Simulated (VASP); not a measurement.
# Ti (P6/mmm) in VASP: single point with PBE

Aim: the single point of Ti with PBE.

Everything below comes from runs of VASP 6.6.1. Logs are shortened: lines on timing, memory, paths and dates and some standing lists are left out, and cuts for length are marked.

## 1. The cell of the first run

It takes space group P6/mmm (No. 191, hexagonal). The conventional cell has a = 4.567 Å, b = 4.567 Å, c = 2.826 Å, α = 90.00°, β = 90.00°, γ = 120.00°. Within 3.7 Å of Ti (site symmetry 6/mmm) lie 14 Ti at 2.83 to 2.99 Å. Ti (site symmetry -6m2) has 11 Ti at 2.64 to 2.99 Å within 3.5 Å.

This isn't the form of Ti at room conditions, which is hcp.

## 2. Single point, PBE

Input file INCAR:

```
SYSTEM = Ti
PREC     = Accurate       ! precision mode
ENCUT    = 550            ! plane-wave cutoff, eV
EDIFF    = 1E-6           ! SCF threshold, eV
ISMEAR   = 0              ! smearing method
SIGMA    = 0.1            ! smearing width, eV
LREAL    = .False.        ! projectors in reciprocal space
LASPH    = .True.         ! aspherical terms in the spheres
NELM     = 300            ! most SCF steps
ALGO     = All            ! electronic algorithm
ISIF     = 2              ! what is computed and relaxed
LWAVE    = .False.        ! write WAVECAR
LCHARG   = .True.         ! write CHGCAR
GGA      = PE             ! functional
LVHAR    = .True.       
NBANDS   = 25             ! bands
GGA_COMPAT= .False.      
ISEARCH  = 1            
KPAR     = 4
```

Input file KPOINTS:

```
regular mesh
0
Gamma
  6 6 6
  0 0 0
```

Input file POSCAR:

```
Ti
1.0
    4.5673748306      0.0000000000      0.0000000000
   -2.2836874153      3.9554626319      0.0000000000
    0.0000000000      0.0000000000      2.8262442700
Ti
3
Direct
    0.0000000000      0.0000000000      0.0000000000
    0.3333333300      0.6666666700      0.5000000000
    0.6666666700      0.3333333300      0.5000000000
```

Potentials or basis: VASP PAW PBE potentials, release 64 (Ti_sv).

Run with:

```bash
cat potpaw_PBE.64/Ti_sv/POTCAR > POTCAR
mpirun -np 4 vasp_std > vasp.out
```

OUTCAR:

```text
SYSTEM = Ti
   PREC = Accurate
   ENCUT = 550
   EDIFF = 1E-6
   ISMEAR = 0
   LREAL = .False.
   LASPH = .True.
   NELM = 300
   ISIF = 2
   GGA = PE

 ion  position               nearest neighbor table
   1  0.000  0.000  0.000-
   2  0.333  0.667  0.500-   3 2.64   3 2.64   3 2.64
   3  0.667  0.333  0.500-   2 2.64   2 2.64   2 2.64

  LATTYP: Found a hexagonal cell.
 ALAT       =     4.5673748306
 C/A-ratio  =     0.6187896494

  Lattice vectors:

 A1 = (   4.5673748306,   0.0000000000,   0.0000000000)
 A2 = (  -2.2836874153,   3.9554626319,   0.0000000000)
 A3 = (   0.0000000000,   0.0000000000,   2.8262442700)

Analysis of symmetry for initial positions (statically):
=====================================================================
 Subroutine PRICEL returns:
 Original cell was already a primitive cell.

 Routine SETGRP: Setting up the symmetry group for a
 hexagonal supercell.

 Subroutine GETGRP returns: Found 24 space group operations
 (whereof 24 operations were pure point group operations)
 out of a pool of 24 trial point group operations.

The static configuration has the point symmetry D_6h.

Analysis of symmetry for dynamics (positions and initial velocities):
=====================================================================
 Subroutine PRICEL returns:
 Original cell was already a primitive cell.

 Routine SETGRP: Setting up the symmetry group for a
 hexagonal supercell.

 Subroutine GETGRP returns: Found 24 space group operations
 (whereof 24 operations were pure point group operations)
 out of a pool of 24 trial point group operations.

The dynamic configuration has the point symmetry D_6h.

 Subroutine INISYM returns: Found 24 space group operations
 (whereof 24 operations are pure point group operations),
 and found     1 'primitive' translations

----------------------------------------------------------------------------------------

                                     Primitive cell

  volume of cell :      51.0592

  direct lattice vectors                    reciprocal lattice vectors
     4.567374831  0.000000000  0.000000000     0.218944150  0.126407464  0.000000000
    -2.283687415  3.955462632  0.000000000     0.000000000  0.252814928  0.000000000
     0.000000000  0.000000000  2.826244270     0.000000000  0.000000000  0.353826458

  length of vectors
     4.567374831  4.567374831  2.826244270     0.252814928  0.252814928  0.353826458

  position of ions in fractional coordinates (direct lattice)
     0.000000000  0.000000000  0.000000000
     0.333333330  0.666666670  0.500000000
     0.666666670  0.333333330  0.500000000

  ion indices of the primitive-cell ions
   primitive index   ion index
                 1           1
                 2           2
                 3           3

----------------------------------------------------------------------------------------

 KPOINTS: regular mesh

Automatic generation of k-mesh.
 Grid dimensions read from file:
 generate k-points for:    6    6    6

 Generating k-lattice:

  Cartesian coordinates                     Fractional coordinates (reciprocal lattice)
     0.036490692  0.021067911  0.000000000     0.166666667 -0.000000000  0.000000000
     0.000000000  0.042135821  0.000000000     0.000000000  0.166666667  0.000000000
     0.000000000  0.000000000  0.058971076     0.000000000  0.000000000  0.166666667

  Length of vectors
     0.042135821  0.042135821  0.058971076

  Shift w.r.t. Gamma in fractional coordinates (k-lattice)
     0.000000000  0.000000000  0.000000000

 Subroutine IBZKPT returns following result:
 ===========================================

 Found     28 irreducible k-points:

 Following reciprocal coordinates:
            Coordinates               Weight
  0.000000  0.000000  0.000000      1.000000
  0.166667  0.000000  0.000000      6.000000
  0.333333 -0.000000  0.000000      6.000000
  0.500000 -0.000000  0.000000      3.000000
  0.166667  0.166667  0.000000      6.000000
  0.333333  0.166667  0.000000     12.000000
[... 16 lines left out ...]
  0.166667  0.000000  0.500000      6.000000
  0.333333 -0.000000  0.500000      6.000000
 [... further k-points ...]
   k-points           NKPTS =     28   k-points in BZ     NKDIM =     28   number of bands    NBANDS=     25
   number of dos      NEDOS =    301   number of ions     NIONS =      3
   total plane-waves  NPLWV =  31104
   dimension x,y,z NGX =    36 NGY =   36 NGZ =   24
   dimension x,y,z NGXF=    72 NGYF=   72 NGZF=   48
   ions per type =               3
   NGX,Y,Z   is equivalent  to a cutoff of  13.10, 13.10, 14.12 a.u.
   NGXF,Y,Z  is equivalent  to a cutoff of  26.21, 26.21, 28.23 a.u.
 SYSTEM =  Ti
   PREC   = accura    normal or accurate (medium, high low for compatibility)
   ISTART =      0    job   : 0-new  1-cont  2-samecut
   ICHARG =      2    charge: 1-file 2-atom 10-const
   ISPIN  =      1    spin polarized calculation?
   LNONCOLLINEAR =      F non collinear calculations
   LSORBIT =      F    spin-orbit coupling
   LASPH  =      T    aspherical Exc in radial PAW
   ENCUT  =  550.0 eV  40.42 Ry    6.36 a.u.   8.73  8.73  5.40*2*pi/ulx,y,z
   NELM   =    300;   NELMIN=  2; NELMDL= -5     # of ELM steps
   EDIFF  = 0.1E-05   stopping-criterion for ELM
   LREAL  =      F    real-space projection
   EDIFFG = 0.1E-04   stopping-criterion for IOM
   NSW    =      0    number of steps for IOM
   IBRION =     -1    ionic relax: 0-MD 1-quasi-New 2-CG
   NFREE  =      0    steps in history (QN), initial steepest desc. (CG)
   ISIF   =      2    stress and relaxation
   ISYM   =      2    0-nonsym 1-usesym 2-fastsym
   POTIM  = 0.5000    time-step for ionic-motion
   TEBEG  =    0.0;   TEEND  =   0.0 temperature during run
   PSTRESS=    0.0 pullay stress
   NELECT =      36.0000    total number of electrons
   NUPDOWN=      -1.0000    fix difference up-down
   EMIN   =  10.00;   EMAX   =-10.00  energy-range for DOS
   EFERMI =   0.00;   METHOD = LEGACY
   ISMEAR =     0;   SIGMA  =   0.10  broadening in eV -4-tet -1-fermi 0-gaus
   EFERMI_NEDOS =   21; number of points for ismear=-14 and -15
   IALGO  =     58    algorithm
   IMIX   =      4    mixing-type and parameters
     AMIX     =   0.40;   BMIX     =  1.00
     AMIX_MAG =   1.60;   BMIX_MAG =  1.00
  volume/ion in A,a.u.               =      17.02       114.85
  Fermi-wavevector in a.u.,A,eV,Ry     =   1.457084  2.753489 28.886426  2.123092
  Thomas-Fermi vector in A             =   2.573926
   LORBIT       =      0    0 simple, 1 ext, 2 COOP (PROOUT), +10 PAW based schemes
   GGA     = PE    functional components
   LHFCALC =     F    Hartree Fock is set to
   AEXX    =    0.0000 exact exchange contribution
   IVDW    =     0    specifies the selected vdW correction
   LEPSILON=     F    determine dielectric tensor
   LRPA    =     F    only Hartree local field effects (RPA)
 non-spin polarized calculation
 Gauss-broadening in eV      SIGMA  =   0.10
  energy-cutoff  :      550.00
  volume of cell :       51.06
 maximum number of plane-waves:      1529
 NGX is ok and might be reduce to    36
   NGX = 17   NGY = 17   NGZ = 11

 number of electron      35.9999989 magnetization

 Free energy of the ion-electron system (eV)
  ---------------------------------------------------
  ext. energy  EPLUGINS =         0.00000000
  ---------------------------------------------------
  free energy    TOTEN  =       -23.53009705 eV

  energy without entropy =      -23.51562319  energy(sigma->0) =      -23.52286012

 E-fermi :   8.4087     XC(G=0): -11.5953

 val. band max:        8.4046444971   @ k =   0.0000   0.0000   0.0000
 cond. band min:       8.4642155814   @ k =   0.3333   0.3333   0.3333
 fundamental gap:      0.0595710843
 Fermi energy:         8.4086906982

 k-point     1 :       0.0000    0.0000    0.0000
  band No.  band energies     occupation
      1     -48.4585      2.00000
      2     -48.1953      2.00000
      3     -48.0285      2.00000
      4     -24.7717      2.00000
      5     -24.7717      2.00000
      6     -24.6615      2.00000
[... 17 lines left out ...]
     24      10.3001      0.00000
     25      10.3452      0.00000

 k-point     2 :       0.1667    0.0000    0.0000
  band No.  band energies     occupation
      1     -48.4549      2.00000
      2     -48.1883      2.00000
      3     -48.0393      2.00000
      4     -24.8365      2.00000
      5     -24.8113      2.00000
      6     -24.5954      2.00000
[... 17 lines left out ...]
     24       9.9600      0.00000
     25      10.8321      0.00000

 k-point     3 :       0.3333   -0.0000    0.0000
  band No.  band energies     occupation
      1     -48.4481      2.00000
      2     -48.1682      2.00000
      3     -48.0671      2.00000
      4     -24.9085      2.00000
      5     -24.7939      2.00000
      6     -24.5207      2.00000
[... 17 lines left out ...]
     24      10.5278      0.00000
     25      11.2621      0.00000

 k-point     4 :       0.5000   -0.0000    0.0000
  band No.  band energies     occupation
      1     -48.4449      2.00000
      2     -48.1504      2.00000
      3     -48.0884      2.00000
      4     -24.9356      2.00000
      5     -24.7439      2.00000
      6     -24.5335      2.00000
[... 17 lines left out ...]
     24      10.4666      0.00000
     25      11.2713      0.00000
[... 477 lines left out ...]
 k-point    22 :       0.0000    0.0000    0.5000
  band No.  band energies     occupation
      1     -48.3893      2.00000
      2     -48.1522      2.00000
      3     -47.9751      2.00000
      4     -24.7856      2.00000
      5     -24.6980      2.00000
      6     -24.6685      2.00000
[... 17 lines left out ...]
     24      11.3821      0.00000
     25      11.9449      0.00000

 k-point    23 :       0.1667    0.0000    0.5000
  band No.  band energies     occupation
      1     -48.3892      2.00000
      2     -48.1418      2.00000
      3     -47.9857      2.00000
      4     -24.8002      2.00000
      5     -24.7640      2.00000
      6     -24.6687      2.00000
[... 17 lines left out ...]
     24      11.4589      0.00000
     25      11.5996      0.00000

 k-point    24 :       0.3333   -0.0000    0.5000
  band No.  band energies     occupation
      1     -48.3891      2.00000
      2     -48.1151      2.00000
      3     -48.0129      2.00000
      4     -24.8410      2.00000
      5     -24.8124      2.00000
      6     -24.6693      2.00000
[... 17 lines left out ...]
     24      11.5302      0.00000
     25      11.5555      0.00000

 [... further k-points ...]

------------------------ aborting loop because EDIFF is reached ----------------------------------------

  FORCE on cell =-STRESS in cart. coord.  units (eV):
  Direction    XX          YY          ZZ          XY          YZ          ZX
  --------------------------------------------------------------------------------------
  -------------------------------------------------------------------------------------
  Total        0.2419767      0.2419767      0.2023656      0.0000000      0.0000000     -0.0000000
  in kB        7.5929480      7.5929480      6.3499991      0.0000000      0.0000000     -0.0000000
  external PRESSURE =       7.1786317 kB  Pullay stress =       0.0000000 kB

 VOLUME and BASIS-vectors are now :
 -----------------------------------------------------------------------------
  energy-cutoff  :      550.00
  volume of cell :       51.06
      direct lattice vectors                 reciprocal lattice vectors
     4.567374831  0.000000000  0.000000000     0.218944150  0.126407464  0.000000000
    -2.283687415  3.955462632  0.000000000     0.000000000  0.252814928  0.000000000
     0.000000000  0.000000000  2.826244270     0.000000000  0.000000000  0.353826458

 POSITION                                       TOTAL-FORCE (eV/Angst)
 -----------------------------------------------------------------------------------
      0.00000      0.00000      0.00000         0.000000      0.000000      0.000000
     -0.00000      2.63698      1.41312        -0.000000      0.000000      0.000000
      2.28369      1.31849      1.41312         0.000000      0.000000      0.000000
 -----------------------------------------------------------------------------------
    total drift:                               -0.000000      0.000000      0.000000

  FREE ENERGIE OF THE ION-ELECTRON SYSTEM (eV)
  ---------------------------------------------------
  free  energy   TOTEN  =       -23.5300970493 eV

  energy  without entropy=      -23.5156237629  energy(sigma->0) =      -23.52286041
```

It took 28 s on 4 MPI ranks of Intel Xeon Platinum 8259CL at 2.50GHz (Skylake/Cascade Lake), shared host; peak memory 0.2 GiB.

Results:

```
Free energy            : -23.5301 eV
Pressure               : 0.7 GPa
Band gap on the k mesh : zero (bands 18 and 19 overlap by 0.23 eV)
```

Stress tensor (GPa, compression positive):
```
0.76 0.00 0.00
0.00 0.76 0.00
0.00 0.00 0.63
```

Levels at points of the mesh, in eV from the Fermi level:
```tsv
k point	band 16	band 17	band 18	band 19	band 20	band 21
(0.00, 0.00, 0.00)	-0.68	-0.59	-0.59	0.00	0.70	1.32
(0.50, 0.00, 0.00)	-0.39	-0.37	-0.33	0.08	0.56	1.06
(0.00, 0.00, 0.50)	-1.71	-1.60	-1.60	1.08	1.08	1.28
(0.50, 0.00, 0.50)	-1.15	-0.66	-0.61	0.38	0.84	0.96
```

Caveat: the k points lie up to 0.37 Å⁻¹ apart.

The gap in the log of VASP goes by the Fermi energy; the results here count the filled bands.